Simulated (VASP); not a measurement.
# Sn (Immm) in VASP: a series of runs

Sn is run at these levels: PBEsol; tasks: single point.

All numbers are computed with VASP 6.6.1; they aren't measurements. Logs are shortened: lines on timing, memory, paths and dates and some standing lists are left out, and cuts for length are marked.

## Step 1: The cell of the first run

It takes space group Immm (No. 71, orthorhombic). Conventional cell: a = 3.430 Å, b = 3.527 Å, c = 4.740 Å, α = 90.00°, β = 90.00°, γ = 90.00°. Within 4.5 Å of Sn (site symmetry mmm) lie 12 Sn at 3.42 to 3.53 Å.

## Step 2: Single point, PBEsol

File INCAR:

```
SYSTEM = Sn
PREC = Accurate ; ENCUT = 520
EDIFF = 1E-7 ; ISMEAR = 1
SIGMA = 0.15 ; LREAL = .FALSE.
LASPH = .TRUE. ; NELM = 60
ALGO = Normal ; ISIF = 2
LWAVE = .FALSE. ; LCHARG = .FALSE.
GGA = PS ; NBANDS = 13
```

File KPOINTS:

```
Automatic mesh
0
G
  14 14 14
  0 0 0
```

File POSCAR:

```
Sn
1.0
   -1.7150287400      1.7637100200      2.3698344669
    1.7150287400     -1.7637100200      2.3698344669
    1.7150287400      1.7637100200     -2.3698344669
Sn
1
Direct
    0.0000000000      0.0000000000      0.0000000000
```

Potentials or basis: VASP PAW PBE potentials, release 64 (Sn_d).

On the command line:

```
> cat potpaw_PBE.64/Sn_d/POTCAR > POTCAR
> mpirun -np 1 vasp_std > vasp.out
```

OUTCAR:

```text
SYSTEM = Sn
   PREC = Accurate
   ENCUT = 520
   EDIFF = 1E-7
   ISMEAR = 1
   LREAL = .FALSE.
   LASPH = .TRUE.
   NELM = 60
   ISIF = 2
   GGA = PS

 ion  position               nearest neighbor table
   1  0.000  0.000  0.000-

  LATTYP: Found a body centered orthorhombic cell.
 ALAT       =     3.4300574800
 B/A-ratio  =     1.0283851103
 C/A-ratio  =     1.3818045212

  Lattice vectors:

 A1 = (  -1.7150287400,   1.7637100200,   2.3698344669)
 A2 = (   1.7150287400,  -1.7637100200,   2.3698344669)
 A3 = (   1.7150287400,   1.7637100200,  -2.3698344669)

Analysis of symmetry for initial positions (statically):
=====================================================================
 Subroutine PRICEL returns:
 Original cell was already a primitive cell.

 Routine SETGRP: Setting up the symmetry group for a
 body centered orthorhombic supercell.

 Subroutine GETGRP returns: Found  8 space group operations
 (whereof  8 operations were pure point group operations)
 out of a pool of  8 trial point group operations.

The static configuration has the point symmetry D_2h.

Analysis of symmetry for dynamics (positions and initial velocities):
=====================================================================
 Subroutine PRICEL returns:
 Original cell was already a primitive cell.

 Routine SETGRP: Setting up the symmetry group for a
 body centered orthorhombic supercell.

 Subroutine GETGRP returns: Found  8 space group operations
 (whereof  8 operations were pure point group operations)
 out of a pool of  8 trial point group operations.

The dynamic configuration has the point symmetry D_2h.

 Subroutine INISYM returns: Found  8 space group operations
 (whereof  8 operations are pure point group operations),
 and found     1 'primitive' translations

----------------------------------------------------------------------------------------

                                     Primitive cell

  volume of cell :      28.6732

  direct lattice vectors                    reciprocal lattice vectors
    -1.715028740  1.763710020  2.369834467     0.000000000  0.283493315  0.210985200
     1.715028740 -1.763710020  2.369834467     0.291540304  0.000000000  0.210985200
     1.715028740  1.763710020 -2.369834467     0.291540304  0.283493315  0.000000000

  length of vectors
     3.415861826  3.415861826  3.415861826     0.353388192  0.359875678  0.406649983

  position of ions in fractional coordinates (direct lattice)
     0.000000000  0.000000000  0.000000000

  ion indices of the primitive-cell ions
   primitive index   ion index
                 1           1

----------------------------------------------------------------------------------------

 KPOINTS: Automatic mesh

Automatic generation of k-mesh.
 Grid dimensions read from file:
 generate k-points for:   14   14   14

 Generating k-lattice:

  Cartesian coordinates                     Fractional coordinates (reciprocal lattice)
     0.000000000  0.020249522  0.015070371     0.071428571 -0.000000000  0.000000000
     0.020824307  0.000000000  0.015070371     0.000000000  0.071428571  0.000000000
     0.020824307  0.020249522  0.000000000     0.000000000 -0.000000000  0.071428571

  Length of vectors
     0.025242014  0.025705406  0.029046427

  Shift w.r.t. Gamma in fractional coordinates (k-lattice)
     0.000000000  0.000000000  0.000000000

 Subroutine IBZKPT returns following result:
 ===========================================

 Found    428 irreducible k-points:

 Following reciprocal coordinates:
            Coordinates               Weight
  0.000000  0.000000  0.000000      1.000000
  0.071429  0.000000 -0.000000      4.000000
  0.142857  0.000000 -0.000000      4.000000
  0.214286  0.000000 -0.000000      4.000000
  0.285714  0.000000  0.000000      4.000000
  0.357143  0.000000 -0.000000      4.000000
[... 16 lines left out ...]
  0.000000  0.142857  0.000000      4.000000
  0.071429  0.142857  0.000000      8.000000
 [... further k-points ...]
   k-points           NKPTS =    428   k-points in BZ     NKDIM =    428   number of bands    NBANDS=     13
   number of dos      NEDOS =    301   number of ions     NIONS =      1
   total plane-waves  NPLWV =  21952
   dimension x,y,z NGX =    28 NGY =   28 NGZ =   28
   dimension x,y,z NGXF=    56 NGYF=   56 NGZF=   56
   ions per type =               1
   NGX,Y,Z   is equivalent  to a cutoff of  13.63, 13.63, 13.63 a.u.
   NGXF,Y,Z  is equivalent  to a cutoff of  27.25, 27.25, 27.25 a.u.
 SYSTEM =  Sn
   PREC   = accura    normal or accurate (medium, high low for compatibility)
   ISTART =      0    job   : 0-new  1-cont  2-samecut
   ICHARG =      2    charge: 1-file 2-atom 10-const
   ISPIN  =      1    spin polarized calculation?
   LNONCOLLINEAR =      F non collinear calculations
   LSORBIT =      F    spin-orbit coupling
   LASPH  =      T    aspherical Exc in radial PAW
   ENCUT  =  520.0 eV  38.22 Ry    6.18 a.u.   6.35  6.35  6.35*2*pi/ulx,y,z
   NELM   =     60;   NELMIN=  2; NELMDL= -5     # of ELM steps
   EDIFF  = 0.1E-06   stopping-criterion for ELM
   LREAL  =      F    real-space projection
   EDIFFG = 0.1E-05   stopping-criterion for IOM
   NSW    =      0    number of steps for IOM
   IBRION =     -1    ionic relax: 0-MD 1-quasi-New 2-CG
   NFREE  =      0    steps in history (QN), initial steepest desc. (CG)
   ISIF   =      2    stress and relaxation
   ISYM   =      2    0-nonsym 1-usesym 2-fastsym
   POTIM  = 0.5000    time-step for ionic-motion
   TEBEG  =    0.0;   TEEND  =   0.0 temperature during run
   PSTRESS=    0.0 pullay stress
   NELECT =      14.0000    total number of electrons
   NUPDOWN=      -1.0000    fix difference up-down
   EMIN   =  10.00;   EMAX   =-10.00  energy-range for DOS
   EFERMI =   0.00;   METHOD = LEGACY
   ISMEAR =     1;   SIGMA  =   0.15  broadening in eV -4-tet -1-fermi 0-gaus
   EFERMI_NEDOS =   21; number of points for ismear=-14 and -15
   IALGO  =     38    algorithm
   IMIX   =      4    mixing-type and parameters
     AMIX     =   0.40;   BMIX     =  1.00
     AMIX_MAG =   1.60;   BMIX_MAG =  1.00
  volume/ion in A,a.u.               =      28.67       193.50
  Fermi-wavevector in a.u.,A,eV,Ry     =   1.289116  2.436076 22.610433  1.661820
  Thomas-Fermi vector in A             =   2.421028
   LORBIT       =      0    0 simple, 1 ext, 2 COOP (PROOUT), +10 PAW based schemes
   GGA     = PS    functional components
   LHFCALC =     F    Hartree Fock is set to
   AEXX    =    0.0000 exact exchange contribution
   IVDW    =     0    specifies the selected vdW correction
   LEPSILON=     F    determine dielectric tensor
   LRPA    =     F    only Hartree local field effects (RPA)
 non-spin polarized calculation
 Methfessel and Paxton  Order N= 1 SIGMA  =   0.15
  energy-cutoff  :      520.00
  volume of cell :       28.67
 maximum number of plane-waves:       790
 NGX is ok and might be reduce to    28
   NGX = 13   NGY = 13   NGZ = 13

 number of electron      13.9999997 magnetization

 Free energy of the ion-electron system (eV)
  ---------------------------------------------------
  ext. energy  EPLUGINS =         0.00000000
  ---------------------------------------------------
  free energy    TOTEN  =        -4.20634612 eV

  energy without entropy =       -4.20611823  energy(sigma->0) =       -4.20627016

 E-fermi :   7.3847     XC(G=0): -10.2524

 val. band max:        7.3720801878   @ k =  -0.3571   0.4286   0.1429
 cond. band min:       7.3957265008   @ k =  -0.0000   0.2857   0.0000
 fundamental gap:      0.0236463130
 Fermi energy:         7.3846669505

 k-point     1 :       0.0000    0.0000    0.0000
  band No.  band energies     occupation
      1     -14.0863      2.00000
      2     -14.0735      2.00000
      3     -14.0603      2.00000
      4     -14.0174      2.00000
      5     -13.9968      2.00000
      6      -3.4215      2.00000
      7      14.3439      0.00000
      8      14.5300      0.00000
      9      14.9093      0.00000
     10      17.9568      0.00000
     11      18.4963      0.00000
     12      18.9172      0.00000
     13      19.1727      0.00000

 k-point     2 :       0.0714    0.0000   -0.0000
  band No.  band energies     occupation
      1     -14.0841      2.00000
      2     -14.0699      2.00000
      3     -14.0594      2.00000
      4     -14.0168      2.00000
      5     -13.9969      2.00000
      6      -3.3231      2.00000
      7      13.3183      0.00000
      8      14.3592      0.00000
      9      14.7275      0.00000
     10      17.4371      0.00000
     11      18.9446      0.00000
     12      19.4394      0.00000
     13      20.1328      0.00000

 k-point     3 :       0.1429    0.0000   -0.0000
  band No.  band energies     occupation
      1     -14.0791      2.00000
      2     -14.0625      2.00000
      3     -14.0570      2.00000
      4     -14.0124      2.00000
      5     -13.9962      2.00000
      6      -3.0281      2.00000
      7      11.2656      0.00000
      8      14.1059      0.00000
      9      14.3025      0.00000
     10      17.1135      0.00000
     11      19.4753      0.00000
     12      19.8524      0.00000
     13      20.6852      0.00000

 k-point     4 :       0.2143    0.0000   -0.0000
  band No.  band energies     occupation
      1     -14.0745      2.00000
      2     -14.0588      2.00000
      3     -14.0553      2.00000
      4     -13.9989      2.00000
      5     -13.9909      2.00000
      6      -2.5376      2.00000
      7       9.1216     -0.00000
      8      13.8166      0.00000
      9      13.8167      0.00000
     10      16.9104      0.00000
     11      19.3698      0.00000
     12      19.3891      0.00000
     13      20.4124      0.00000

 k-point     5 :       0.2857    0.0000    0.0000
  band No.  band energies     occupation
      1     -14.0722      2.00000
      2     -14.0609      2.00000
      3     -14.0565      2.00000
      4     -13.9795      2.00000
      5     -13.9775      2.00000
      6      -1.8569      2.00000
      7       7.0919      2.01861
      8      13.3765      0.00000
      9      13.5586      0.00000
     10      16.8199      0.00000
     11      18.6857      0.00000
     12      18.6942      0.00000
     13      19.6538      0.00000
[... 257 lines left out ...]
 k-point    22 :      -0.0714    0.0714    0.0000
  band No.  band energies     occupation
      1     -14.0859      2.00000
      2     -14.0695      2.00000
      3     -14.0542      2.00000
      4     -14.0192      2.00000
      5     -13.9958      2.00000
      6      -3.2909      2.00000
      7      13.8148      0.00000
      8      13.9243      0.00000
      9      14.3123      0.00000
     10      16.9360      0.00000
     11      19.4391      0.00000
     12      19.6254      0.00000
     13      20.1181      0.00000

 k-point    23 :       0.0000    0.1429    0.0000
  band No.  band energies     occupation
      1     -14.0737      2.00000
      2     -14.0704      2.00000
      3     -14.0474      2.00000
      4     -14.0145      2.00000
      5     -13.9991      2.00000
      6      -3.0114      2.00000
      7      11.6977      0.00000
      8      13.7599      0.00000
      9      14.1589      0.00000
     10      16.9030      0.00000
     11      19.3342      0.00000
     12      19.8965      0.00000
     13      20.4939      0.00000

 k-point    24 :       0.0714    0.1429    0.0000
  band No.  band energies     occupation
      1     -14.0743      2.00000
      2     -14.0618      2.00000
      3     -14.0453      2.00000
      4     -14.0116      2.00000
      5     -13.9971      2.00000
      6      -2.7726      2.00000
      7      10.9376      0.00000
      8      12.2957      0.00000
      9      14.4746      0.00000
     10      17.2878      0.00000
     11      19.1351      0.00000
     12      19.6286      0.00000
     13      20.2918      0.00000

 [... further k-points ...]
[... 5 lines left out ...]
  --------------------------------------------------------------------------------------
  -------------------------------------------------------------------------------------
  Total       -0.6087426     -0.6063607     -0.6694521      0.0000000      0.0000000      0.0000000
  in kB      -34.0147831    -33.8816872    -37.4070526      0.0000000      0.0000000      0.0000000
  external PRESSURE =     -35.1011743 kB  Pullay stress =       0.0000000 kB

 VOLUME and BASIS-vectors are now :
 -----------------------------------------------------------------------------
  energy-cutoff  :      520.00
  volume of cell :       28.67
      direct lattice vectors                 reciprocal lattice vectors
    -1.715028740  1.763710020  2.369834467     0.000000000  0.283493315  0.210985200
     1.715028740 -1.763710020  2.369834467     0.291540304  0.000000000  0.210985200
     1.715028740  1.763710020 -2.369834467     0.291540304  0.283493315  0.000000000

 POSITION                                       TOTAL-FORCE (eV/Angst)
 -----------------------------------------------------------------------------------
      0.00000      0.00000      0.00000        -0.000000      0.000000      0.000000
 -----------------------------------------------------------------------------------
    total drift:                                0.000000      0.000000      0.000000

  FREE ENERGIE OF THE ION-ELECTRON SYSTEM (eV)
  ---------------------------------------------------
  free  energy   TOTEN  =        -4.2063461229 eV

  energy  without entropy=       -4.2061182303  energy(sigma->0) =       -4.20627016
```

Wall time 70 s (1 thread of AMD EPYC 9R45 (Zen 5), shared host); peak memory 0.24 GiB.

Results:

```yaml
Free_energy: -4.2063 eV
Pressure: -3.5 GPa
Band_gap_on_the_k_mesh: zero (bands 7 and 8 overlap by 8.84 eV)
```

Levels at points of the mesh, in eV from the Fermi level:
| k point | band 3 | band 4 | band 5 | band 6 | band 7 | band 8 | band 9 | band 10 | band 11 | band 12 |
| --- | --- | --- | --- | --- | --- | --- | --- | --- | --- | --- |
| (0.00, 0.00, 0.00) | -21.44 | -21.40 | -21.38 | -10.81 | 6.96 | 7.15 | 7.52 | 10.57 | 11.11 | 11.53 |
| (0.50, 0.00, 0.00) | -21.45 | -21.34 | -21.32 | -6.89 | -4.43 | 5.36 | 5.82 | 9.80 | 9.99 | 10.34 |
| (0.00, 0.50, 0.00) | -21.44 | -21.32 | -21.32 | -6.63 | -4.37 | 4.93 | 5.56 | 9.30 | 9.78 | 9.90 |
| (0.50, 0.50, 0.00) | -21.33 | -21.32 | -21.30 | -5.17 | -3.55 | 2.00 | 2.24 | 5.38 | 5.81 | 19.35 |
| (0.50, 0.50, 0.50) | -21.33 | -21.31 | -21.31 | -4.68 | -3.23 | 1.33 | 1.98 | 4.74 | 5.57 | 19.34 |

Caveat: the cell stands under tension; the PAW data sets were made with another functional, which shifts forces and pressure a little; spin-orbit coupling is left out, which moves the levels of the heavy elements.

[end of part 1 of 2]
